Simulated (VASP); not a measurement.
# KBr (Pmma) in VASP: a series of runs

The runs below take KBr through single point, with LDA.

Everything below comes from runs of VASP 6.6.1. Logs are shortened: lines on timing, memory, paths and dates and some standing lists are left out, and cuts for length are marked.

### Step 1. The cell of the first run

Symmetry: Pmma, No. 51, orthorhombic system. The conventional cell has a = 7.852 Å, b = 3.926 Å, c = 3.926 Å, α = 90.00°, β = 90.00°, γ = 90.00°. K (site symmetry 2/m) has 8 Br at 3.21 to 3.61 Å and 6 K at 3.93 Å within 4.2 Å. Br (site symmetry mm2) has 8 K at 3.21 to 3.61 Å and 6 Br at 3.93 to 3.99 Å within 4.2 Å.

### Step 2. Single point, LDA (atoms displaced along a vibrational mode, the cell strained)

The input, INCAR:

```
PREC = Accurate
ENCUT = 520
EDIFF = 1E-6
ISMEAR = 0
SIGMA = 0.05
LREAL = F
LASPH = T
NELM = 60
ALGO = Normal
ISIF = 2
LWAVE = F
LCHARG = T
LELF = T
LVHAR = T
NBANDS = 24
```

The input, KPOINTS:

```
regular mesh
0
Gamma
  6 6 4
```

The input, POSCAR:

```
KBr
1.0
    3.9257624872      0.0000000000      0.0000000000
    0.0000000000      3.9257624872      0.0000000000
    0.0000000000      0.0000000000      7.8515249743
K Br
2 2
Direct
    0.0000000000      0.0000000000      0.0000000000
    0.0000000000      0.0000000000      0.5000000000
    0.4127417919      0.5000000000      0.2500000000
    0.5872582081      0.5000000000      0.7500000000
```

Potentials or basis: VASP PAW LDA potentials, release 64 (K_sv, Br).

Started as:

```bash
$ cat potpaw_LDA.64/K_sv/POTCAR potpaw_LDA.64/Br/POTCAR > POTCAR
$ mpirun -np 1 vasp_std > vasp.out
```

OUTCAR:

```text
PREC = Accurate
   ENCUT = 520
   EDIFF = 1E-6
   ISMEAR = 0
   LREAL = F
   LASPH = T
   NELM = 60
   ISIF = 2

 ion  position               nearest neighbor table
   1  0.000  0.000  0.000-   3 3.21   4 3.21   3 3.21   4 3.21
   2  0.000  0.000  0.500-   3 3.21   4 3.21   3 3.21   4 3.21
   3  0.413  0.500  0.250-   1 3.21   2 3.21   1 3.21   2 3.21
   4  0.587  0.500  0.750-   1 3.21   2 3.21   1 3.21   2 3.21

  LATTYP: Found a simple tetragonal cell.
 ALAT       =     3.9257624872
 C/A-ratio  =     2.0000000000

  Lattice vectors:

 A1 = (   3.9257624872,   0.0000000000,   0.0000000000)
 A2 = (   0.0000000000,   3.9257624872,   0.0000000000)
 A3 = (   0.0000000000,   0.0000000000,   7.8515249743)

Analysis of symmetry for initial positions (statically):
=====================================================================
 Subroutine PRICEL returns:
 Original cell was already a primitive cell.

 Routine SETGRP: Setting up the symmetry group for a
 simple tetragonal supercell.

 Subroutine GETGRP returns: Found  8 space group operations
 (whereof  4 operations were pure point group operations)
 out of a pool of 16 trial point group operations.

The static configuration has the point symmetry C_2h.
 The point group associated with its full space group is D_2h.

Analysis of symmetry for dynamics (positions and initial velocities):
=====================================================================
 Subroutine PRICEL returns:
 Original cell was already a primitive cell.

 Routine SETGRP: Setting up the symmetry group for a
 simple tetragonal supercell.

 Subroutine GETGRP returns: Found  8 space group operations
 (whereof  4 operations were pure point group operations)
 out of a pool of 16 trial point group operations.

The dynamic configuration has the point symmetry C_2h.
 The point group associated with its full space group is D_2h.

 Subroutine INISYM returns: Found  8 space group operations
 (whereof  4 operations are pure point group operations),
 and found     1 'primitive' translations

----------------------------------------------------------------------------------------

                                     Primitive cell

  volume of cell :     121.0046

  direct lattice vectors                    reciprocal lattice vectors
     3.925762487  0.000000000  0.000000000     0.254727586  0.000000000  0.000000000
     0.000000000  3.925762487  0.000000000     0.000000000  0.254727586  0.000000000
     0.000000000  0.000000000  7.851524974     0.000000000  0.000000000  0.127363793

  length of vectors
     3.925762487  3.925762487  7.851524974     0.254727586  0.254727586  0.127363793

  position of ions in fractional coordinates (direct lattice)
     0.000000000  0.000000000  0.000000000
     0.000000000  0.000000000  0.500000000
     0.412741792  0.500000000  0.250000000
     0.587258208  0.500000000  0.750000000

  ion indices of the primitive-cell ions
   primitive index   ion index
                 1           1
                 2           2
                 3           3
                 4           4

----------------------------------------------------------------------------------------

 KPOINTS: regular mesh

Automatic generation of k-mesh.
 Grid dimensions read from file:
 generate k-points for:    6    6    4

 Generating k-lattice:

  Cartesian coordinates                     Fractional coordinates (reciprocal lattice)
     0.042454598  0.000000000  0.000000000     0.166666667  0.000000000  0.000000000
     0.000000000  0.042454598  0.000000000     0.000000000  0.166666667  0.000000000
     0.000000000  0.000000000  0.031840948     0.000000000  0.000000000  0.250000000

  Length of vectors
     0.042454598  0.042454598  0.031840948

  Shift w.r.t. Gamma in fractional coordinates (k-lattice)
     0.000000000  0.000000000  0.000000000

 Subroutine IBZKPT returns following result:
 ===========================================

 Found     48 irreducible k-points:

 Following reciprocal coordinates:
            Coordinates               Weight
  0.000000  0.000000  0.000000      1.000000
  0.166667  0.000000  0.000000      2.000000
  0.000000  0.166667  0.000000      2.000000
  0.333333  0.000000  0.000000      2.000000
  0.000000  0.333333  0.000000      2.000000
  0.500000  0.000000  0.000000      1.000000
[... 16 lines left out ...]
  0.000000  0.500000  0.250000      2.000000
  0.166667  0.166667  0.250000      8.000000
 [... further k-points ...]
   k-points           NKPTS =     48   k-points in BZ     NKDIM =     48   number of bands    NBANDS=     24
   number of dos      NEDOS =    301   number of ions     NIONS =      4
   total plane-waves  NPLWV =  54000
   dimension x,y,z NGX =    30 NGY =   30 NGZ =   60
   dimension x,y,z NGXF=    60 NGYF=   60 NGZF=  120
   ions per type =               2   2
   NGX,Y,Z   is equivalent  to a cutoff of  12.70, 12.70, 12.70 a.u.
   NGXF,Y,Z  is equivalent  to a cutoff of  25.41, 25.41, 25.41 a.u.
 SYSTEM =  unknown system
   PREC   = accura    normal or accurate (medium, high low for compatibility)
   ISTART =      0    job   : 0-new  1-cont  2-samecut
   ICHARG =      2    charge: 1-file 2-atom 10-const
   ISPIN  =      1    spin polarized calculation?
   LNONCOLLINEAR =      F non collinear calculations
   LSORBIT =      F    spin-orbit coupling
   LASPH  =      T    aspherical Exc in radial PAW
   ENCUT  =  520.0 eV  38.22 Ry    6.18 a.u.   7.30  7.30 14.60*2*pi/ulx,y,z
   NELM   =     60;   NELMIN=  2; NELMDL= -5     # of ELM steps
   EDIFF  = 0.1E-05   stopping-criterion for ELM
   LREAL  =      F    real-space projection
   EDIFFG = 0.1E-04   stopping-criterion for IOM
   NSW    =      0    number of steps for IOM
   IBRION =     -1    ionic relax: 0-MD 1-quasi-New 2-CG
   NFREE  =      0    steps in history (QN), initial steepest desc. (CG)
   ISIF   =      2    stress and relaxation
   ISYM   =      2    0-nonsym 1-usesym 2-fastsym
   POTIM  = 0.5000    time-step for ionic-motion
   TEBEG  =    0.0;   TEEND  =   0.0 temperature during run
   PSTRESS=    0.0 pullay stress
   NELECT =      32.0000    total number of electrons
   NUPDOWN=      -1.0000    fix difference up-down
   EMIN   =  10.00;   EMAX   =-10.00  energy-range for DOS
   EFERMI =   0.00;   METHOD = LEGACY
   ISMEAR =     0;   SIGMA  =   0.05  broadening in eV -4-tet -1-fermi 0-gaus
   EFERMI_NEDOS =   21; number of points for ismear=-14 and -15
   IALGO  =     38    algorithm
   IMIX   =      4    mixing-type and parameters
     AMIX     =   0.40;   BMIX     =  1.00
     AMIX_MAG =   1.60;   BMIX_MAG =  1.00
  volume/ion in A,a.u.               =      30.25       204.14
  Fermi-wavevector in a.u.,A,eV,Ry     =   1.050810  1.985743 15.023571  1.104201
  Thomas-Fermi vector in A             =   2.185828
   LORBIT       =      0    0 simple, 1 ext, 2 COOP (PROOUT), +10 PAW based schemes
   GGA     = CA    functional components
   LHFCALC =     F    Hartree Fock is set to
   AEXX    =    0.0000 exact exchange contribution
   IVDW    =     0    specifies the selected vdW correction
   LEPSILON=     F    determine dielectric tensor
   LRPA    =     F    only Hartree local field effects (RPA)
 non-spin polarized calculation
 Gauss-broadening in eV      SIGMA  =   0.05
  energy-cutoff  :      520.00
  volume of cell :      121.00
 maximum number of plane-waves:      3301
 NGX is ok and might be reduce to    30
   NGX = 15   NGY = 15   NGZ = 29

 number of electron      31.9999997 magnetization

 Free energy of the ion-electron system (eV)
  ---------------------------------------------------
  ext. energy  EPLUGINS =         0.00000000
  ---------------------------------------------------
  free energy    TOTEN  =       -13.44266031 eV

  energy without entropy =      -13.44266031  energy(sigma->0) =      -13.44266031

 E-fermi :  -0.2374     XC(G=0):  -8.6722

 val. band max:       -0.4951035960   @ k =   0.0000   0.5000   0.2500
 cond. band min:       3.2962838559   @ k =   0.0000   0.0000   0.0000
 fundamental gap:      3.7913874519
 Fermi energy:        -0.2374090647

 k-point     1 :       0.0000    0.0000    0.0000
  band No.  band energies     occupation
      1     -28.5802      2.00000
      2     -28.5630      2.00000
      3     -13.6959      2.00000
      4     -13.4795      2.00000
      5     -12.2673      2.00000
      6     -12.2389      2.00000
[... 16 lines left out ...]
     23       8.1975      0.00000
     24       9.0424      0.00000

 k-point     2 :       0.1667    0.0000    0.0000
  band No.  band energies     occupation
      1     -28.5761      2.00000
      2     -28.5592      2.00000
      3     -13.6577      2.00000
      4     -13.4602      2.00000
      5     -12.2780      2.00000
      6     -12.2751      2.00000
[... 16 lines left out ...]
     23       8.4357      0.00000
     24       8.5716      0.00000

 k-point     3 :       0.0000    0.1667    0.0000
  band No.  band energies     occupation
      1     -28.5759      2.00000
      2     -28.5591      2.00000
      3     -13.6003      2.00000
      4     -13.5272      2.00000
      5     -12.2671      2.00000
      6     -12.2646      2.00000
[... 16 lines left out ...]
     23       8.4035      0.00000
     24       8.7083      0.00000
[... 514 lines left out ...]
 k-point    23 :       0.0000    0.5000    0.2500
  band No.  band energies     occupation
      1     -28.5607      2.00000
      2     -28.5497      2.00000
      3     -13.6152      2.00000
      4     -13.2901      2.00000
      5     -12.4168      2.00000
      6     -12.3547      2.00000
[... 16 lines left out ...]
     23       8.1523      0.00000
     24       8.7696      0.00000

 k-point    24 :       0.1667    0.1667    0.2500
  band No.  band energies     occupation
      1     -28.5694      2.00000
      2     -28.5577      2.00000
      3     -13.5627      2.00000
      4     -13.4785      2.00000
      5     -12.3167      2.00000
      6     -12.2833      2.00000
[... 16 lines left out ...]
     23       8.1399      0.00000
     24       8.3235      0.00000

 [... further k-points ...]

------------------------ aborting loop because EDIFF is reached ----------------------------------------

  FORCE on cell =-STRESS in cart. coord.  units (eV):
  Direction    XX          YY          ZZ          XY          YZ          ZX
  --------------------------------------------------------------------------------------
  -------------------------------------------------------------------------------------
  Total       -0.5774329     -0.4220967     -0.6212321      0.0000000      0.0000000     -0.0000000
  in kB       -7.6455736     -5.5888240     -8.2255018      0.0000000      0.0000000     -0.0000000
  external PRESSURE =      -7.1532998 kB  Pullay stress =       0.0000000 kB

 VOLUME and BASIS-vectors are now :
 -----------------------------------------------------------------------------
  energy-cutoff  :      520.00
  volume of cell :      121.00
      direct lattice vectors                 reciprocal lattice vectors
     3.925762487  0.000000000  0.000000000     0.254727586  0.000000000  0.000000000
     0.000000000  3.925762487  0.000000000     0.000000000  0.254727586  0.000000000
     0.000000000  0.000000000  7.851524974     0.000000000  0.000000000  0.127363793

 POSITION                                       TOTAL-FORCE (eV/Angst)
 -----------------------------------------------------------------------------------
      0.00000      0.00000      0.00000         0.000000      0.000000      0.000000
      0.00000      0.00000      3.92576         0.000000      0.000000      0.000000
      1.62033      1.96288      1.96288         0.220624      0.000000      0.000000
      2.30544      1.96288      5.88864        -0.220624      0.000000     -0.000000
 -----------------------------------------------------------------------------------
    total drift:                                0.000000     -0.000000      0.000000

  FREE ENERGIE OF THE ION-ELECTRON SYSTEM (eV)
  ---------------------------------------------------
  free  energy   TOTEN  =       -13.4426603115 eV

  energy  without entropy=      -13.4426603115  energy(sigma->0) =      -13.44266031
```

It took 93 s on 1 thread of Intel Xeon Platinum 8259CL at 2.50GHz (Skylake/Cascade Lake), shared host; peak memory 0.25 GiB.

Results:

* Free energy: -13.4427 eV
* Pressure: -0.7 GPa
* Largest force: 0.221 eV/Å
* Band gap on the k mesh: 3.79 eV (least direct gap 4.00 eV)

Forces in eV/Å, atoms in the order of the input:
```
K    0.000  0.000  0.000
K    0.000  0.000  0.000
Br   0.221  0.000  0.000
Br  -0.221  0.000  0.000
```

Stress tensor (GPa, compression positive):
```
-0.76  0.00  0.00
 0.00 -0.56  0.00
 0.00  0.00 -0.82
```

Levels at points of the mesh, in eV from the valence-band top:
```
           k point  band 12  band 13  band 14  band 15  band 16  band 17  band 18  band 19  band 20  band 21
(0.00, 0.00, 0.00)    -0.34    -0.34    -0.33    -0.28    -0.21     3.79     5.44     5.74     6.45     6.80
(0.50, 0.00, 0.00)    -1.60    -1.48    -0.47    -0.32     0.00     5.21     6.28     6.62     6.90     7.92
(0.00, 0.50, 0.00)    -1.55    -1.52    -0.42    -0.21     0.00     5.00     6.29     6.53     6.71     7.39
(0.50, 0.50, 0.00)    -1.70    -1.64    -1.53    -1.53    -0.10     4.97     6.37     7.11     7.44     7.60
(0.00, 0.00, 0.50)    -1.46    -0.31    -0.31    -0.26    -0.26     5.07     5.07     6.07     6.07     6.73
(0.50, 0.00, 0.50)    -1.98    -0.95    -0.95    -0.17    -0.17     5.89     5.89     6.62     6.62     8.30
(0.00, 0.50, 0.50)    -1.94    -1.05    -1.05    -0.07    -0.07     5.95     5.95     6.62     6.62     8.28
(0.50, 0.50, 0.50)    -1.63    -1.63    -1.63    -0.94    -0.94     5.84     5.84     7.09     7.09     7.64
```

Caveat: the cell differs from its parent crystal (atoms displaced along a vibrational mode, the cell strained). A k mesh can miss the band edges.

[end of part 1 of 3]
